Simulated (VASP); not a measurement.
# GeCN2 (R-3m) in VASP: further runs

The runs below take GeCN2 through single point, with PBEsol.

Everything below comes from runs of VASP 6.6.1. Logs are shortened: lines on timing, memory, paths and dates and some standing lists are left out, and cuts for length are marked.

## Step 1: The cell of the first run

Symmetry: R-3m, No. 166, trigonal system. Conventional cell: a = 3.635 Å, b = 3.635 Å, c = 14.960 Å, α = 90.00°, β = 90.00°, γ = 120.00°. Within 3.2 Å of Ge (site symmetry -3m) lie 6 N at 2.44 Å. Within 1.7 Å of N (site symmetry 3m) lie 1 C at 1.26 Å. C (site symmetry -3m) has 2 N at 1.26 Å within 1.7 Å.

## Step 2: Single point, PBEsol (volume scaled by 1.04)

Contents of INCAR:

```
SYSTEM = GeCN2
PREC     = Accurate       ! precision mode
ENCUT    = 520            ! plane-wave cutoff, eV
EDIFF    = 1E-6           ! SCF threshold, eV
ISMEAR   = -1             ! smearing method
SIGMA    = 0.05           ! smearing width, eV
LREAL    = .FALSE.        ! projectors in reciprocal space
LASPH    = .TRUE.         ! aspherical terms in the spheres
NELM     = 60             ! most SCF steps
ALGO     = Normal         ! electronic algorithm
ISIF     = 2              ! what is computed and relaxed
LWAVE    = .FALSE.        ! write WAVECAR
LCHARG   = .TRUE.         ! write CHGCAR
GGA      = PS             ! functional
LELF     = .TRUE.         ! ELF
LVHAR    = .TRUE.       
NBANDS   = 22             ! bands
```

Contents of KPOINTS:

```
regular mesh
0
G
  9 9 9
  0 0 0
```

Contents of POSCAR:

```
GeCN2
1.0
    1.8173955815      1.0492738282      4.9867272349
   -1.8173955815      1.0492738282      4.9867272349
    0.0000000000     -2.0985476564      4.9867272349
Ge N C
1 2 1
Direct
    0.0000000000      0.0000000000      0.0000000000
    0.5839044000      0.5839044000      0.5839044000
    0.4160956000      0.4160956000      0.4160956000
    0.5000000000      0.5000000000      0.5000000000
```

Potentials or basis: VASP PAW PBE potentials, release 64 (Ge_d, N, C).

Run with:

```sh
$ cat potpaw_PBE.64/Ge_d/POTCAR potpaw_PBE.64/N/POTCAR potpaw_PBE.64/C/POTCAR > POTCAR
$ mpirun -np 1 vasp_std > vasp.out
```

OUTCAR:

```text
SYSTEM = GeCN2
   PREC = Accurate
   ENCUT = 520
   EDIFF = 1E-6
   ISMEAR = -1
   LREAL = .FALSE.
   LASPH = .TRUE.
   NELM = 60
   ISIF = 2
   GGA = PS

 ion  position               nearest neighbor table
   1  0.000  0.000  0.000-
   2  0.584  0.584  0.584-   4 1.26
   3  0.416  0.416  0.416-   4 1.26
   4  0.500  0.500  0.500-   2 1.26   3 1.26

  LATTYP: Found a trigonal (rhomboedric) cell.
 ALAT       =     5.4103004336
 COS(alpha) =     0.7743235887

  Lattice vectors:

 A1 = (   1.8173955815,   1.0492738282,   4.9867272349)
 A2 = (  -1.8173955815,   1.0492738282,   4.9867272349)
 A3 = (   0.0000000000,  -2.0985476564,   4.9867272349)

Analysis of symmetry for initial positions (statically):
=====================================================================
 Subroutine PRICEL returns:
 Original cell was already a primitive cell.

 Routine SETGRP: Setting up the symmetry group for a
 trigonal (rhombohedral) supercell.

 Subroutine GETGRP returns: Found 12 space group operations
 (whereof 12 operations were pure point group operations)
 out of a pool of 12 trial point group operations.

The static configuration has the point symmetry D_3d.

Analysis of symmetry for dynamics (positions and initial velocities):
=====================================================================
 Subroutine PRICEL returns:
 Original cell was already a primitive cell.

 Routine SETGRP: Setting up the symmetry group for a
 trigonal (rhombohedral) supercell.

 Subroutine GETGRP returns: Found 12 space group operations
 (whereof 12 operations were pure point group operations)
 out of a pool of 12 trial point group operations.

The dynamic configuration has the point symmetry D_3d.

 Subroutine INISYM returns: Found 12 space group operations
 (whereof 12 operations are pure point group operations),
 and found     1 'primitive' translations

----------------------------------------------------------------------------------------

                                     Primitive cell

  volume of cell :      57.0565

  direct lattice vectors                    reciprocal lattice vectors
     1.817395582  1.049273828  4.986727235     0.275118970  0.158840011  0.066844108
    -1.817395582  1.049273828  4.986727235    -0.275118970  0.158840011  0.066844108
     0.000000000 -2.098547656  4.986727235     0.000000000 -0.317680022  0.066844108

  length of vectors
     5.410300434  5.410300434  5.410300434     0.324636306  0.324636306  0.324636306

  position of ions in fractional coordinates (direct lattice)
     0.000000000  0.000000000  0.000000000
     0.583904400  0.583904400  0.583904400
     0.416095600  0.416095600  0.416095600
     0.500000000  0.500000000  0.500000000

  ion indices of the primitive-cell ions
   primitive index   ion index
                 1           1
                 2           2
                 3           3
                 4           4

----------------------------------------------------------------------------------------

 KPOINTS: regular mesh

Automatic generation of k-mesh.
 Grid dimensions read from file:
 generate k-points for:    9    9    9

 Generating k-lattice:

  Cartesian coordinates                     Fractional coordinates (reciprocal lattice)
     0.030568774  0.017648890  0.007427123     0.111111111  0.000000000 -0.000000000
    -0.030568774  0.017648890  0.007427123     0.000000000  0.111111111 -0.000000000
     0.000000000 -0.035297780  0.007427123    -0.000000000 -0.000000000  0.111111111

  Length of vectors
     0.036070701  0.036070701  0.036070701

  Shift w.r.t. Gamma in fractional coordinates (k-lattice)
     0.000000000  0.000000000  0.000000000

 Subroutine IBZKPT returns following result:
 ===========================================

 Found     85 irreducible k-points:

 Following reciprocal coordinates:
            Coordinates               Weight
  0.000000  0.000000  0.000000      1.000000
  0.111111  0.000000  0.000000      6.000000
  0.222222  0.000000  0.000000      6.000000
  0.333333  0.000000 -0.000000      6.000000
  0.444444  0.000000  0.000000      6.000000
  0.111111  0.111111  0.000000      6.000000
[... 16 lines left out ...]
 -0.333333  0.333333  0.000000      6.000000
  0.444444  0.444444  0.000000      6.000000
 [... further k-points ...]
   k-points           NKPTS =     85   k-points in BZ     NKDIM =     85   number of bands    NBANDS=     22
   number of dos      NEDOS =    301   number of ions     NIONS =      4
   total plane-waves  NPLWV =  64000
   dimension x,y,z NGX =    40 NGY =   40 NGZ =   40
   dimension x,y,z NGXF=    80 NGYF=   80 NGZF=   80
   ions per type =               1   2   1
   NGX,Y,Z   is equivalent  to a cutoff of  12.29, 12.29, 12.29 a.u.
   NGXF,Y,Z  is equivalent  to a cutoff of  24.58, 24.58, 24.58 a.u.
 SYSTEM =  GeCN2
   PREC   = accura    normal or accurate (medium, high low for compatibility)
   ISTART =      0    job   : 0-new  1-cont  2-samecut
   ICHARG =      2    charge: 1-file 2-atom 10-const
   ISPIN  =      1    spin polarized calculation?
   LNONCOLLINEAR =      F non collinear calculations
   LSORBIT =      F    spin-orbit coupling
   LASPH  =      T    aspherical Exc in radial PAW
   ENCUT  =  520.0 eV  38.22 Ry    6.18 a.u.  10.06 10.06 10.06*2*pi/ulx,y,z
   NELM   =     60;   NELMIN=  2; NELMDL= -5     # of ELM steps
   EDIFF  = 0.1E-05   stopping-criterion for ELM
   LREAL  =      F    real-space projection
   EDIFFG = 0.1E-04   stopping-criterion for IOM
   NSW    =      0    number of steps for IOM
   IBRION =     -1    ionic relax: 0-MD 1-quasi-New 2-CG
   NFREE  =      0    steps in history (QN), initial steepest desc. (CG)
   ISIF   =      2    stress and relaxation
   ISYM   =      2    0-nonsym 1-usesym 2-fastsym
   POTIM  = 0.5000    time-step for ionic-motion
   TEBEG  =    0.0;   TEEND  =   0.0 temperature during run
   PSTRESS=    0.0 pullay stress
   NELECT =      28.0000    total number of electrons
   NUPDOWN=      -1.0000    fix difference up-down
   EMIN   =  10.00;   EMAX   =-10.00  energy-range for DOS
   EFERMI =   0.00;   METHOD = LEGACY
   ISMEAR =    -1;   SIGMA  =   0.05  broadening in eV -4-tet -1-fermi 0-gaus
   EFERMI_NEDOS =   21; number of points for ismear=-14 and -15
   IALGO  =     38    algorithm
   IMIX   =      4    mixing-type and parameters
     AMIX     =   0.40;   BMIX     =  1.00
     AMIX_MAG =   1.60;   BMIX_MAG =  1.00
  volume/ion in A,a.u.               =      14.26        96.26
  Fermi-wavevector in a.u.,A,eV,Ry     =   1.291296  2.440195 22.686969  1.667445
  Thomas-Fermi vector in A             =   2.423075
   LORBIT       =      0    0 simple, 1 ext, 2 COOP (PROOUT), +10 PAW based schemes
   GGA     = PS    functional components
   LHFCALC =     F    Hartree Fock is set to
   AEXX    =    0.0000 exact exchange contribution
   IVDW    =     0    specifies the selected vdW correction
   LEPSILON=     F    determine dielectric tensor
   LRPA    =     F    only Hartree local field effects (RPA)
 non-spin polarized calculation
  energy-cutoff  :      520.00
  volume of cell :       57.06
 maximum number of plane-waves:      1553
   NGX = 21   NGY = 21   NGZ = 21

 number of electron      27.9999997 magnetization

 Free energy of the ion-electron system (eV)
  ---------------------------------------------------
  ext. energy  EPLUGINS =         0.00000000
  ---------------------------------------------------
  free energy    TOTEN  =       -30.52285994 eV

  energy without entropy =      -30.52285962  energy(sigma->0) =      -30.52285978

 E-fermi :   3.5645     XC(G=0):  -9.7343

 val. band max:        2.9756559381   @ k =  -0.4444  -0.4444   0.2222
 cond. band min:       4.0630674719   @ k =   0.4444   0.4444   0.4444
 fundamental gap:      1.0874115337
 Fermi energy:         3.5645334713

 k-point     1 :       0.0000    0.0000    0.0000
  band No.  band energies     occupation
      1     -21.6352      2.00000
      2     -21.6301      2.00000
      3     -21.6301      2.00000
      4     -21.6222      2.00000
      5     -21.6222      2.00000
      6     -15.8365      2.00000
[... 14 lines left out ...]
     21      12.6618      0.00000
     22      13.6416      0.00000

 k-point     2 :       0.1111    0.0000    0.0000
  band No.  band energies     occupation
      1     -21.6344      2.00000
      2     -21.6304      2.00000
      3     -21.6284      2.00000
      4     -21.6236      2.00000
      5     -21.6224      2.00000
      6     -15.8003      2.00000
[... 14 lines left out ...]
     21      12.3470      0.00000
     22      13.0725      0.00000

 k-point     3 :       0.2222    0.0000    0.0000
  band No.  band energies     occupation
      1     -21.6346      2.00000
      2     -21.6295      2.00000
      3     -21.6266      2.00000
      4     -21.6242      2.00000
      5     -21.6229      2.00000
      6     -15.7063      2.00000
[... 14 lines left out ...]
     21      11.2226      0.00000
     22      13.7810      0.00000

 k-point     4 :       0.3333    0.0000   -0.0000
  band No.  band energies     occupation
      1     -21.6376      2.00000
      2     -21.6302      2.00000
      3     -21.6256      2.00000
      4     -21.6240      2.00000
      5     -21.6190      2.00000
      6     -15.5957      2.00000
[... 14 lines left out ...]
     21      11.2792      0.00000
     22      14.2534      0.00000

 k-point     5 :       0.4444    0.0000    0.0000
  band No.  band energies     occupation
      1     -21.6402      2.00000
      2     -21.6316      2.00000
      3     -21.6244      2.00000
      4     -21.6234      2.00000
      5     -21.6157      2.00000
      6     -15.5210      2.00000
[... 417 lines left out ...]
 k-point    22 :      -0.4444    0.3333   -0.0000
  band No.  band energies     occupation
      1     -21.6351      2.00000
      2     -21.6288      2.00000
      3     -21.6274      2.00000
      4     -21.6248      2.00000
      5     -21.6194      2.00000
      6     -15.4538      2.00000
[... 14 lines left out ...]
     21      12.8712      0.00000
     22      13.9462      0.00000

 k-point    23 :      -0.3333    0.3333    0.0000
  band No.  band energies     occupation
      1     -21.6314      2.00000
      2     -21.6308      2.00000
      3     -21.6258      2.00000
      4     -21.6237      2.00000
      5     -21.6236      2.00000
      6     -15.4498      2.00000
[... 14 lines left out ...]
     21      12.8282      0.00000
     22      13.3522      0.00000

 k-point    24 :       0.4444    0.4444    0.0000
  band No.  band energies     occupation
      1     -21.6408      2.00000
      2     -21.6320      2.00000
      3     -21.6243      2.00000
      4     -21.6233      2.00000
      5     -21.6157      2.00000
      6     -15.4682      2.00000
[... 14 lines left out ...]
     21      11.8350      0.00000
     22      14.7960      0.00000

 [... further k-points ...]

------------------------ aborting loop because EDIFF is reached ----------------------------------------

  FORCE on cell =-STRESS in cart. coord.  units (eV):
  Direction    XX          YY          ZZ          XY          YZ          ZX
  --------------------------------------------------------------------------------------
  -------------------------------------------------------------------------------------
  Total       -1.7907616     -1.7907616     -4.6278417      0.0000000     -0.0000000      0.0000000
  in kB      -50.2855473    -50.2855473   -129.9522807      0.0000000     -0.0000000      0.0000000
  external PRESSURE =     -76.8411251 kB  Pullay stress =       0.0000000 kB

 VOLUME and BASIS-vectors are now :
 -----------------------------------------------------------------------------
  energy-cutoff  :      520.00
  volume of cell :       57.06
      direct lattice vectors                 reciprocal lattice vectors
     1.817395582  1.049273828  4.986727235     0.275118970  0.158840011  0.066844108
    -1.817395582  1.049273828  4.986727235    -0.275118970  0.158840011  0.066844108
     0.000000000 -2.098547656  4.986727235     0.000000000 -0.317680022  0.066844108

 POSITION                                       TOTAL-FORCE (eV/Angst)
 -----------------------------------------------------------------------------------
      0.00000      0.00000      0.00000        -0.000000     -0.000000      0.000000
      0.00000      0.00000      8.73532         0.000000      0.000000     -0.892664
      0.00000      0.00000      6.22487         0.000000      0.000000      0.892664
      0.00000      0.00000      7.48009         0.000000     -0.000000      0.000000
 -----------------------------------------------------------------------------------
    total drift:                               -0.000000      0.000000     -0.000000

  FREE ENERGIE OF THE ION-ELECTRON SYSTEM (eV)
  ---------------------------------------------------
  free  energy   TOTEN  =       -30.5228599448 eV

  energy  without entropy=      -30.5228596195  energy(sigma->0) =      -30.52285978
```

Wall time 2.1 min (1 thread of Intel Xeon 6975P-C (Granite Rapids), shared host); peak memory 0.29 GiB.

What came out:

- Free energy: -30.5229 eV
- Pressure: -7.7 GPa
- Largest force: 0.893 eV/Å
- Band gap on the k mesh: 1.09 eV, indirect (least direct gap 1.95 eV)

Forces on the atoms (eV/Å):
```
Ge   0.000  0.000  0.000
N    0.000  0.000 -0.893
N    0.000  0.000  0.893
C    0.000  0.000  0.000
```

Stress tensor (GPa, compression positive):
```
 -5.03   0.00   0.00
  0.00  -5.03   0.00
  0.00   0.00 -13.00
```

Caveat: the PAW data sets were made with another functional, which shifts forces and pressure a little.

[end of part 1 of 2]
